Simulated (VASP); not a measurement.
# BaTiO3 (R3m) in VASP: a series of runs, part 2 of 2

VASP 6.6.1. The steps go on from the part before.

## 4. Single point, LDA (zz strain of +3 %)

INCAR reads:

```
  PREC = Accurate
  ENCUT = 520
  EDIFF = 1E-7
  ISMEAR = -1
  SIGMA = 0.05
  LREAL = F
  LASPH = T
  NELM = 60
  ALGO = Normal
  ISIF = 2
  LWAVE = F
  LCHARG = F
  GGA = CA
  NBANDS = 28
```

KPOINTS reads:

```
regular mesh
0
Gamma
  9 9 9
```

POSCAR reads:

```
BaTiO3
1.0
    2.8276681575      1.6325549719      2.3872635562
   -2.8276681575      1.6325549719      2.3872635562
    0.0000000000     -3.2651099438      2.3872635562
Ba Ti O
1 1 3
Direct
    0.0000000000      0.0000000000      0.0000000000
    0.5140000000      0.5140000000      0.5140000000
    0.4916000000      0.4916000000      0.9815000000
    0.4916000000      0.9815000000      0.4916000000
    0.9815000000      0.4916000000      0.4916000000
```

Potentials or basis: VASP PAW LDA potentials, release 64 (Ba_sv, Ti_sv, O).

Command:

```bash
$ cat potpaw_LDA.64/Ba_sv/POTCAR potpaw_LDA.64/Ti_sv/POTCAR potpaw_LDA.64/O/POTCAR > POTCAR
$ mpirun -np 1 vasp_std > vasp.out
```

OUTCAR:

```text
PREC = Accurate
   ENCUT = 520
   EDIFF = 1E-7
   ISMEAR = -1
   LREAL = F
   LASPH = T
   NELM = 60
   ISIF = 2
   GGA = CA

 ion  position               nearest neighbor table
   1  0.000  0.000  0.000-   5 2.83   4 2.83   4 2.83   5 2.83   3 2.83   3 2.83   3 2.84   4 2.84
                             5 2.84   3 2.94   4 2.94   5 2.94   2 3.44   2 3.44   2 3.44   2 3.48
   2  0.514  0.514  0.514-   3 1.89   4 1.89   5 1.89   3 2.16   4 2.16   5 2.16   1 3.44   1 3.44
                             1 3.44   1 3.48   1 3.51   1 3.51   1 3.51   1 3.68
   3  0.492  0.492  0.981-   2 1.89   2 2.16   1 2.83   1 2.83   1 2.84   1 2.94
   4  0.492  0.981  0.492-   2 1.89   2 2.16   1 2.83   1 2.83   1 2.84   1 2.94
[... 950 lines left out ...]
  -------------------------------------------------------------------------------------
  Total       -2.5515035     -2.5515035     -5.1867378      0.0000000      0.0000000      0.0000000
  in kB      -61.8242540    -61.8242540   -125.6773457      0.0000000      0.0000000      0.0000000
  external PRESSURE =     -83.1086179 kB  Pullay stress =       0.0000000 kB

 VOLUME and BASIS-vectors are now :
 -----------------------------------------------------------------------------
  energy-cutoff  :      520.00
  volume of cell :       66.12
      direct lattice vectors                 reciprocal lattice vectors
     2.827668157  1.632554972  2.387263556     0.176824143  0.102089467  0.139629884
    -2.827668157  1.632554972  2.387263556    -0.176824143  0.102089467  0.139629884
     0.000000000 -3.265109944  2.387263556     0.000000000 -0.204178934  0.139629884

 POSITION                                       TOTAL-FORCE (eV/Angst)
 -----------------------------------------------------------------------------------
      0.00000      0.00000      0.00000         0.000000     -0.000000      0.113855
      0.00000      0.00000      3.68116         0.000000     -0.000000      0.376986
      0.00000     -1.59958      4.69026         0.000000      0.032980     -0.163614
     -1.38527      0.79979      4.69026         0.028562     -0.016490     -0.163614
      1.38527      0.79979      4.69026        -0.028562     -0.016490     -0.163614
 -----------------------------------------------------------------------------------
    total drift:                               -0.000000      0.000000      0.000174

  FREE ENERGIE OF THE ION-ELECTRON SYSTEM (eV)
  ---------------------------------------------------
  free  energy   TOTEN  =       -44.0401387683 eV

  energy  without entropy=      -44.0401387682  energy(sigma->0) =      -44.04013877
```

OSZICAR:

```text
N       E                     dE             d eps       ncg     rms          rms(c)
DAV:   1     0.426433823911E+03    0.42643E+03   -0.20889E+04  4760   0.154E+03
DAV:   2    -0.883388569638E+01   -0.43527E+03   -0.41562E+03  5384   0.425E+02
DAV:   3    -0.523780717725E+02   -0.43544E+02   -0.43153E+02  6612   0.132E+02
DAV:   4    -0.544247445730E+02   -0.20467E+01   -0.20419E+01  7244   0.246E+01
DAV:   5    -0.544827071597E+02   -0.57963E-01   -0.57954E-01  6424   0.326E+00    0.228E+01
DAV:   6    -0.445237898092E+02    0.99589E+01   -0.56386E+01  7236   0.665E+01    0.105E+01
DAV:   7    -0.443141435111E+02    0.20965E+00   -0.12208E+01  6560   0.259E+01    0.700E+00
DAV:   8    -0.440722316395E+02    0.24191E+00   -0.67645E-01  5684   0.745E+00    0.359E+00
DAV:   9    -0.440772324460E+02   -0.50008E-02   -0.42606E-01  7196   0.550E+00    0.175E+00
DAV:  10    -0.440448814757E+02    0.32351E-01   -0.20039E-01  5740   0.445E+00    0.581E-01
DAV:  11    -0.440402266360E+02    0.46548E-02   -0.22433E-02  5888   0.884E-01    0.147E-01
DAV:  12    -0.440404301615E+02   -0.20353E-03   -0.26433E-03  6288   0.467E-01    0.145E-01
DAV:  13    -0.440401415482E+02    0.28861E-03   -0.11643E-03  6276   0.342E-01    0.234E-02
DAV:  14    -0.440401391734E+02    0.23748E-05   -0.44689E-05  5712   0.476E-02    0.772E-03
DAV:  15    -0.440401388906E+02    0.28275E-06   -0.65374E-06  6484   0.177E-02    0.290E-03
DAV:  16    -0.440401387521E+02    0.13855E-06   -0.60916E-07  5380   0.746E-03    0.121E-03
DAV:  17    -0.440401387683E+02   -0.16189E-07   -0.28086E-08  3276   0.175E-03
   1 F= -.44040139E+02 E0= -.44040139E+02  d E =-.326151E-10
```

stdout:

```text
POSCAR found type information on POSCAR BaTiO
 POSCAR found :  3 types and       5 ions
 scaLAPACK will be used
 LDA part: xc-table for (Slater(with rela. corr.)+CA(PZ))
 , standard interpolation
 POSCAR, INCAR and KPOINTS ok, starting setup
 FFT: planning ... GRIDC
 FFT: planning ... GRID_SOFT
 FFT: planning ... GRID
 WAVECAR not read
 entering main loop
```

Wall time 3.6 min (1 thread of Intel Xeon 8259CL, shared host); peak memory 0.27 GiB.

What came out:

```
Free energy            : -44.0401 eV
Pressure               : -8.3 GPa
Largest force          : 0.377 eV/Å
Band gap on the k mesh : 2.21 eV (least direct gap 2.52 eV)
```

Forces in eV/Å, atoms in the order of the input:
```
Ba   0.000  0.000  0.114
Ti   0.000  0.000  0.377
O    0.000  0.033 -0.164
O    0.029 -0.016 -0.164
O   -0.029 -0.016 -0.164
```

Stress tensor (GPa, compression positive):
```
 -6.18   0.00   0.00
  0.00  -6.18   0.00
  0.00   0.00 -12.57
```

Caveat: the cell differs from its parent crystal (zz strain of +3 %); the cell stands under tension; spin-orbit coupling is left out, which moves the levels of the heavy elements; an odd mesh through Γ misses points on the zone boundary, where band edges can lie.

## 5. The runs side by side

```tsv
cell	gap on the mesh (eV)	pressure (GPa)	largest force (eV/Å)
a = 3.977 Å, angles 90.6°, 5 atoms	2.34	-0.4	0.28
a = 4.018 Å, angles 89.5°, 5 atoms	2.28	-5.5	0.11
a = 4.045 Å, angles 88.7°, 5 atoms	2.21	-8.3	0.38
```

Alike in all rows: task single point; level LDA; potentials or basis VASP PAW LDA potentials, release 64 (Ba_sv, Ti_sv, O); no spin polarisation; k mesh 9 × 9 × 9; cutoff (eV) 520; smearing fermi-dirac 0.05 eV.

Caveats: spin-orbit coupling is left out, which moves the levels of the heavy elements; an odd mesh through Γ misses points on the zone boundary, where band edges can lie; the cell stands under tension (at least some runs).

Absolute energies hang on the potentials; compare differences alone.
